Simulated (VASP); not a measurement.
Write the native input for VASP 6.6.1 that does the following.

```
Task                   : relaxation of cell and atoms
Functional             : revPBE
Potentials or basis    : VASP PAW PBE potentials, release 64 (Ga_d, Co)
Cutoff                 : 600 eV
k mesh                 : 9 × 9 × 9
Occupations            : methfessel-paxton, width 0.2 eV
Spin                   : collinear spin, ferromagnetic start
Starting moments       : [0.0, 0.43] μB
Hubbard terms          : Co d U = 3.5 eV
Dipole correction      : no
Further INCAR settings : ALGO = Fast; EDIFF = 1e-06; IBRION = 2; EDIFFG = -0.01; NSW = 60; ISIF = 3
```

The structure of GaCo lies in POSCAR:

```
GaCo
1.0
    2.8780000000      0.0000000000      0.0000000000
    0.0000000000      2.8780000000      0.0000000000
    0.0000000000      0.0000000000      2.8780000000
Ga Co
1 1
Direct
    0.5000000000      0.5000000000      0.5000000000
    0.0000000000      0.0000000000      0.0000000000
```

The input as run:

INCAR

```
  ALGO = Fast
  EDIFF = 1E-6
  EDIFFG = -0.01
  ENCUT = 600
  GGA = RE
  IBRION = 2
  ISIF = 3
  ISMEAR = 1
  ISPIN = 2
  LASPH = True
  LCHARG = False
  LDAU = True
  LDAUJ = 0 0
  LDAUL = -1 2
  LDAUPRINT = 1
  LDAUTYPE = 2
  LDAUU = 0 3.5
  LMAXMIX = 4
  LORBIT = 11
  LREAL = False
  LWAVE = False
  MAGMOM = 0 0.43
  NELM = 150
  NSW = 60
  PREC = Accurate
  SIGMA = 0.2
```

KPOINTS

```
k-points
0
Gamma
  9 9 9
```

Potentials or basis: VASP PAW PBE potentials, release 64 (Ga_d, Co).

Run with:

```bash
$ cat potpaw_PBE.64/Ga_d/POTCAR potpaw_PBE.64/Co/POTCAR > POTCAR
$ mpirun -np 1 vasp_std > vasp.out
```

It gave:

The relaxed volume is 13.71 Å³/atom and the relaxed cell is a = 3.015 Å, b = 3.015 Å, c = 3.015 Å, α = 90.00°, β = 90.00°, γ = 90.00°. The space group after relaxing (to 0.1 Å) is Pm-3m (No. 221). The energy gained by relaxing is 27.9 meV/atom. The ionic steps are 8 and the pressure after relaxing is 0.0 GPa. The net moment is 1.48 μB per cell, the site moments are Ga -0.08; Co +1.61 μB and the valence electrons inside the program's atomic spheres are Ga 11.65; Co 8.16.

Caveat: the volume moved by over 15 % at a fixed basis, so the end points are rough; the PAW data sets were made with another functional, which shifts forces and pressure a little; the U is typed as a test and isn't derived for this compound.

It took 2.9 min on 1 thread of Intel Xeon 8259CL (shared host), peak memory 0.17 GiB.
